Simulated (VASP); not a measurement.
# Pb (P6_3/mmc) in VASP: further runs, part 2 of 2

VASP 6.6.1. Earlier steps stand in the parts before.

**4. Electric field gradients, PBEsol (equal xx and yy strain of +1 %)**

INCAR

```
ALGO     = Normal         # electronic algorithm
EDIFF    = 1E-8           # SCF threshold, eV
ENCUT    = 400            # plane-wave cutoff, eV
GGA      = PS             # functional
GGA_COMPAT= False        
ISIF     = 2              # what is computed and relaxed
ISMEAR   = -1             # smearing method
LASPH    = True           # aspherical terms in the spheres
LCHARG   = False          # write CHGCAR
LEFG     = True         
LREAL    = False          # projectors in reciprocal space
LWAVE    = False          # write WAVECAR
NBANDS   = 21             # bands
NELM     = 120            # most SCF steps
PREC     = Accurate       # precision mode
SIGMA    = 0.08           # smearing width, eV
```

KPOINTS

```
k-points
0
Gamma
  14 14 8
```

POSCAR

```
Pb
1.0
    3.5148006975      0.0000000000      0.0000000000
   -1.7574003488      3.0439066932      0.0000000000
    0.0000000000      0.0000000000      5.5900000000
Pb
2
Direct
    0.3333333333      0.6666666667      0.2500000000
    0.6666666667      0.3333333333      0.7500000000
```

Potentials or basis: VASP PAW PBE potentials, release 64 (Pb_d).

On the command line:

```
$ cat potpaw_PBE.64/Pb_d/POTCAR > POTCAR
$ mpirun -np 1 vasp_std > vasp.out
```

OUTCAR:

```text
EDIFF = 1E-8
   ENCUT = 400
   GGA = PS
   ISIF = 2
   ISMEAR = -1
   LASPH = True
   LREAL = False
   NELM = 120
   PREC = Accurate

 ion  position               nearest neighbor table
   1  0.333  0.667  0.250-   2 3.45   2 3.45   2 3.45   2 3.45   2 3.45   2 3.45
   2  0.667  0.333  0.750-   1 3.45   1 3.45   1 3.45   1 3.45   1 3.45   1 3.45

  LATTYP: Found a hexagonal cell.
 ALAT       =     3.5148006975
 C/A-ratio  =     1.5904173468

  Lattice vectors:

 A1 = (   3.5148006975,   0.0000000000,   0.0000000000)
 A2 = (  -1.7574003488,   3.0439066932,   0.0000000000)
 A3 = (   0.0000000000,   0.0000000000,   5.5900000000)

Analysis of symmetry for initial positions (statically):
=====================================================================
 Subroutine PRICEL returns:
 Original cell was already a primitive cell.

 Routine SETGRP: Setting up the symmetry group for a
 hexagonal supercell.

 Subroutine GETGRP returns: Found 24 space group operations
 (whereof 12 operations were pure point group operations)
 out of a pool of 24 trial point group operations.

The static configuration has the point symmetry D_3d.
 The point group associated with its full space group is D_6h.

Analysis of symmetry for dynamics (positions and initial velocities):
=====================================================================
 Subroutine PRICEL returns:
 Original cell was already a primitive cell.

 Routine SETGRP: Setting up the symmetry group for a
 hexagonal supercell.

 Subroutine GETGRP returns: Found 24 space group operations
 (whereof 12 operations were pure point group operations)
 out of a pool of 24 trial point group operations.

The dynamic configuration has the point symmetry D_3d.
 The point group associated with its full space group is D_6h.

 Subroutine INISYM returns: Found 24 space group operations
 (whereof 12 operations are pure point group operations),
 and found     1 'primitive' translations

----------------------------------------------------------------------------------------

                                     Primitive cell

  volume of cell :      59.8059

  direct lattice vectors                    reciprocal lattice vectors
     3.514800698  0.000000000  0.000000000     0.284511153  0.164262591  0.000000000
    -1.757400349  3.043906693  0.000000000     0.000000000  0.328525182  0.000000000
     0.000000000  0.000000000  5.590000000     0.000000000  0.000000000  0.178890877

  length of vectors
     3.514800698  3.514800697  5.590000000     0.328525182  0.328525182  0.178890877

  position of ions in fractional coordinates (direct lattice)
     0.333333333  0.666666667  0.250000000
     0.666666667  0.333333333  0.750000000

  ion indices of the primitive-cell ions
   primitive index   ion index
                 1           1
                 2           2

----------------------------------------------------------------------------------------

[... 68 lines left out ...]
   NELM   =    120;   NELMIN=  2; NELMDL= -5     # of ELM steps
   EDIFF  = 0.1E-07   stopping-criterion for ELM
   LREAL  =      F    real-space projection
   EDIFFG = 0.1E-06   stopping-criterion for IOM
   NSW    =      0    number of steps for IOM
   IBRION =     -1    ionic relax: 0-MD 1-quasi-New 2-CG
   NFREE  =      0    steps in history (QN), initial steepest desc. (CG)
   ISIF   =      2    stress and relaxation
   ISYM   =      2    0-nonsym 1-usesym 2-fastsym
   POTIM  = 0.5000    time-step for ionic-motion
   TEBEG  =    0.0;   TEEND  =   0.0 temperature during run
   PSTRESS=    0.0 pullay stress
   NELECT =      28.0000    total number of electrons
   NUPDOWN=      -1.0000    fix difference up-down
   EMIN   =  10.00;   EMAX   =-10.00  energy-range for DOS
   EFERMI =   0.00;   METHOD = LEGACY
   ISMEAR =    -1;   SIGMA  =   0.08  broadening in eV -4-tet -1-fermi 0-gaus
   EFERMI_NEDOS =   21; number of points for ismear=-14 and -15
   IALGO  =     38    algorithm
   IMIX   =      4    mixing-type and parameters
     AMIX     =   0.40;   BMIX     =  1.00
     AMIX_MAG =   1.60;   BMIX_MAG =  1.00
  volume/ion in A,a.u.               =      29.90       201.79
  Fermi-wavevector in a.u.,A,eV,Ry     =   1.271197  2.402214 21.986226  1.615942
  Thomas-Fermi vector in A             =   2.404143
   LORBIT       =      0    0 simple, 1 ext, 2 COOP (PROOUT), +10 PAW based schemes
   GGA     = PS    functional components
   LHFCALC =     F    Hartree Fock is set to
   AEXX    =    0.0000 exact exchange contribution
   IVDW    =     0    specifies the selected vdW correction
   LEPSILON=     F    determine dielectric tensor
   LRPA    =     F    only Hartree local field effects (RPA)
 non-spin polarized calculation
  energy-cutoff  :      400.00
  volume of cell :       59.81
 maximum number of plane-waves:      1100
 NGX is ok and might be reduce to    24
   NGX = 11   NGY = 11   NGZ = 19

 number of electron      28.0000003 magnetization

 Free energy of the ion-electron system (eV)
  ---------------------------------------------------
  ext. energy  EPLUGINS =         0.00000000
  ---------------------------------------------------
  free energy    TOTEN  =        -7.97580489 eV

  energy without entropy =       -7.95076888  energy(sigma->0) =       -7.96328688

 E-fermi :   7.2075     XC(G=0): -10.4095

 val. band max:        7.2011593146   @ k =   0.2857   0.2143   0.1250
 cond. band min:       7.2275720556   @ k =   0.3571   0.2143   0.0000
 fundamental gap:      0.0264127410
 Fermi energy:         7.2074916438

 k-point     1 :       0.0000    0.0000    0.0000
  band No.  band energies     occupation
      1      -9.7770      2.00000
      2      -9.7266      2.00000
      3      -9.7198      2.00000
      4      -9.7198      2.00000
      5      -9.6955      2.00000
      6      -9.6955      2.00000
[... 565 lines left out ...]
     20      19.3836      0.00000
     21      21.3637      0.00000

 [... further k-points ...]
[... 5 lines left out ...]
  --------------------------------------------------------------------------------------
  -------------------------------------------------------------------------------------
  Total       -0.2592554     -0.2592554      0.5155749      0.0000000      0.0000000     -0.0000000
  in kB       -6.9453573     -6.9453573     13.8120625      0.0000000      0.0000000     -0.0000000
  external PRESSURE =      -0.0262174 kB  Pullay stress =       0.0000000 kB

 VOLUME and BASIS-vectors are now :
 -----------------------------------------------------------------------------
  energy-cutoff  :      400.00
  volume of cell :       59.81
      direct lattice vectors                 reciprocal lattice vectors
     3.514800698  0.000000000  0.000000000     0.284511153  0.164262591  0.000000000
    -1.757400349  3.043906693  0.000000000     0.000000000  0.328525182  0.000000000
     0.000000000  0.000000000  5.590000000     0.000000000  0.000000000  0.178890877

 POSITION                                       TOTAL-FORCE (eV/Angst)
 -----------------------------------------------------------------------------------
     -0.00000      2.02927      1.39750        -0.000000      0.000000      0.000000
      1.75740      1.01464      4.19250         0.000000     -0.000000      0.000000
 -----------------------------------------------------------------------------------
    total drift:                               -0.000000      0.000000      0.000000

  FREE ENERGIE OF THE ION-ELECTRON SYSTEM (eV)
  ---------------------------------------------------
  free  energy   TOTEN  =        -7.9758048882 eV

  energy  without entropy=       -7.9507688801  energy(sigma->0) =       -7.96328688

 Electric field gradients (V/A^2)
---------------------------------------------------------------------
 ion       V_xx      V_yy      V_zz      V_xy      V_xz      V_yz
---------------------------------------------------------------------
   1      27.764    27.765   -55.529     0.001     0.000    -0.000
   2      27.764    27.765   -55.529     0.001    -0.000     0.000
---------------------------------------------------------------------

 Electric field gradients after diagonalization (V/A^2)
 (convention: |V_zz| > |V_xx| > |V_yy|)
----------------------------------------------------------------------
 ion       V_xx      V_yy      V_zz     asymmetry (V_yy - V_xx)/ V_zz
----------------------------------------------------------------------
   1      27.766    27.763   -55.529       0.000
   2      27.766    27.763   -55.529       0.000
----------------------------------------------------------------------

           NMR quadrupolar parameters

 Cq : quadrupolar parameter    Cq=e*Q*V_zz/h
 eta: asymmetry parameters     (V_yy - V_xx)/ V_zz
 Q  : nuclear electric quadrupole moment in mb (millibarn)
----------------------------------------------------------------------
 ion       Cq(MHz)       eta       Q (mb)
----------------------------------------------------------------------
   1      -0.134       0.000       1.000
   2      -0.134       0.000       1.000
----------------------------------------------------------------------
```

Wall time 96 s (1 thread of AMD EPYC 7R13 (Zen 3), shared host); peak memory 0.17 GiB.

Results:

```yaml
Free_energy: -7.9758 eV
Pressure: 0.0 GPa
Band_gap_on_the_k_mesh: zero (band 14 reaches 12.65 eV, above the bottom of band 15 at 5.47 eV)
```

Levels at points of the mesh, in eV from the Fermi level:
```tsv
k point	band 12	band 13	band 14	band 15	band 16	band 17
(0.00, 0.00, 0.00)	-7.87	-4.17	5.38	5.38	7.28	7.28
(0.50, 0.00, 0.00)	-7.14	-2.81	-1.30	-0.49	1.80	1.89
(0.00, 0.00, 0.50)	-10.54	1.12	1.12	6.29	6.29	6.29
(0.50, 0.00, 0.50)	-7.55	-3.72	-3.72	3.35	3.35	3.77
```

Electric field gradients, principal values (V/Å²):
```tsv
atom	least	middle	greatest (by size)
1 Pb	27.763	27.766	-55.529
2 Pb	27.763	27.766	-55.529
```

Caveat: the cell differs from its parent crystal (equal xx and yy strain of +1 %); without QUAD_EFG the Cq values of the log hold for a quadrupole moment of 1 mb, not for the nuclei; the PAW data sets were made with another functional, which shifts forces and pressure a little; spin-orbit coupling is left out, which moves the levels of the heavy elements.
